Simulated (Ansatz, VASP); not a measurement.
## One calculation of GaSbTe4, two programs

The input INCAR:

```
SYSTEM = GaSbTe4
  PREC = Accurate
  ENCUT = 600
  EDIFF = 1E-6
  ISMEAR = 0
  SIGMA = 0.1
  LREAL = .FALSE.
  LASPH = .TRUE.
  NELM = 100
  ALGO = Normal
  ISIF = 3
  LWAVE = .FALSE.
  LCHARG = .FALSE.
  GGA = PE
  IBRION = 2
  NSW = 100
  EDIFFG = -0.01
```

KPOINTS

```
regular mesh
0
G
  6 6 8
  0 0 0
```

Contents of POSCAR:

```
GaSbTe4
1.0
    6.8204255748      0.0000000000      0.0000000000
   -3.4102127874      5.9066618124      0.0000000000
    0.0000000000      0.0000000000      5.0060831423
Ga Sb Te
1 1 4
Direct
    0.0000000000      0.0000000000      0.0000000000
    0.3333333333      0.6666666667      0.0000000000
    0.6666666667      0.3333333333      0.0000000000
    0.0037904805      0.5018952402      0.5000000000
    0.4981047598      0.5018952402      0.5000000000
    0.4981047598      0.9962095195      0.5000000000
```

Input for Ansatz:

```yaml
crystal:
  lattice:
    - [6.8204255748, 0.0, 0.0]
    - [-3.4102127874, 5.9066618124, 0.0]
    - [0.0, 0.0, 5.0060831423]
  atoms:
    - { symbol: Ga, position: [0.0, 0.0, 0.0] }
    - { symbol: Sb, position: [0.3333333333, 0.6666666667, 0.0] }
    - { symbol: Te, position: [0.6666666667, 0.3333333333, 0.0] }
    - { symbol: Te, position: [0.0037904805, 0.5018952402, 0.5] }
    - { symbol: Te, position: [0.4981047598, 0.5018952402, 0.5] }
    - { symbol: Te, position: [0.4981047598, 0.9962095195, 0.5] }
basis:
  ecutwfc: 420
kpoints:
  mp_grid: { grid: [6, 6, 8] }
hamiltonian:
  xc: pbe
scf:
  occupations: { method: gaussian, width: 0.1 }
output:
  forces: true
  stress: true
  eigenvalues: true
relax:
  adjacent_minimum: "off"
  f_tol: 0.01
  max_steps: 80
  cell: { stress_tol: 0.05 }
```

Change from the starting cell: species swapped into the LaGaNi4 type (P-6m2, No. 187).

Alike in both runs: task relaxation of cell and atoms; functional PBE; k mesh 6 × 6 × 8; occupations gaussian, width 0.1 eV; no spin polarisation.

```csv
,VASP,Ansatz
version,VASP 6.6.1,Ansatz 0.2.0
potentials or method,"VASP PAW PBE potentials, release 64 (Ga_d, Sb, Te), cutoff 600 eV","scalar-relativistic, plane waves, PAW"
valence electrons in the cell,42,92
```

VASP gave:

* gap on the k mesh at the Fermi level, each at its own relaxed structure (eV): none
* relaxed volume (Å³/atom): 32.51
* relaxed cell length with the largest relative difference (Å): 5.417

Problem. Which values does Ansatz return?

Solution. gap on the k mesh at the Fermi level, each at its own relaxed structure (eV): none; relaxed volume (Å³/atom): 32.57; relaxed cell length with the largest relative difference (Å): 5.424.

A gap of «none» marks a metal or a gap that the smearing closes. VASP's potentials hold 42 valence electrons a cell and Ansatz's 92, so a difference there can come from the potentials and not from the codes.

Neither program's run includes spin-orbit coupling.
